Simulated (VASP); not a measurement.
Input of a VASP 6.6.1 run:

Contents of POSCAR:

```
Pd
1.0
   -1.5538182445      1.5538182445      1.5538182445
    1.5538182445     -1.5538182445      1.5538182445
    1.5538182445      1.5538182445     -1.5538182445
Pd
1
Direct
    0.0000000000      0.0000000000      0.0000000000
```

INCAR.step1

```
PREC = Accurate
ENCUT = 600
ISMEAR = 0
SIGMA = 0.1
LREAL = False
LASPH = True
NELM = 60
GGA = PE
ALGO = Normal
EDIFF = 1E-4
LWAVE = True
LCHARG = False
```

The input INCAR.step2:

```
PREC = Accurate
ENCUT = 600
EDIFF = 1E-6
ISMEAR = 0
SIGMA = 0.1
LREAL = False
LASPH = True
NELM = 60
ALGO = Normal
ISIF = 3
LWAVE = False
LCHARG = False
METAGGA = R2SCAN
LMIXTAU = True
IBRION = 2
NSW = 100
EDIFFG = -0.01
ISTART = 1
```

File KPOINTS:

```
Automatic mesh
0
Gamma
  24 24 24
```

Potentials or basis: VASP PAW PBE potentials, release 64 (Pd).

Launch:

```console
$ cat potpaw_PBE.64/Pd/POTCAR > POTCAR
$ cp INCAR.step1 INCAR
$ mpirun -np 1 vasp_std > vasp.out
$ cp INCAR.step2 INCAR
$ mpirun -np 1 vasp_std > vasp.out
```

**Question.** What does it give for the band gap on the k mesh?

**Answer.** Zero (bands 5 and 6 overlap by 1.73 eV).

**Question.** Estimate the relaxed cell.

**Answer.** a = 2.696 Å, b = 2.696 Å, c = 2.696 Å, α = 109.47°, β = 109.47°, γ = 109.47°.

**Question.** What does it give for the space group after relaxing (to 0.1 Å)?

**Answer.** Im-3m (No. 229).

The path:
```
step  energy change (eV)  largest force (eV/Å)  pressure (GPa)  volume (Å³)
   1              0.0000                0.0000            0.99        15.01
   2              0.0003                0.0000           -1.46        15.21
   3             -0.0002                0.0000            0.04        15.09
```

Caveat: the PAW data sets were made with another functional, which shifts forces and pressure a little.
